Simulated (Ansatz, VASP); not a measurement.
One calculation of AlN, two programs

```xyz
2
Lattice="0.0000 2.2290 2.2290 2.2290 0.0000 2.2290 2.2290 2.2290 0.0000" Properties=species:S:1:pos:R:3 pbc="T T T"
Al    0.0000    0.0000    0.0000
N     1.1145    1.1145    1.1145
```

Alike in both runs: task single point; functional HSE06; k mesh 4 × 4 × 4; occupations fermi-dirac, width 0.05 eV; no spin polarisation.

|  | VASP | Ansatz |
| --- | --- | --- |
| version | VASP 6.6.1 | Ansatz 0.2.0 development build |
| potentials or method | VASP PAW PBE potentials, release 64 (Al, N) | plane waves, PAW datasets (generated soft set 1) |
| plane-wave cutoff (eV) | 520 | 420 |
| valence electrons in the cell | 8 | 8 |

```tsv
	VASP	Ansatz	Ansatz less VASP
gap on the k mesh at the Fermi level (eV)	4.49	4.49	-0.003
```

Ansatz's warnings: stress exchange threshold loose, stress scf threshold loose.

The k mesh is coarse, so the values compare programs but aren't converged.
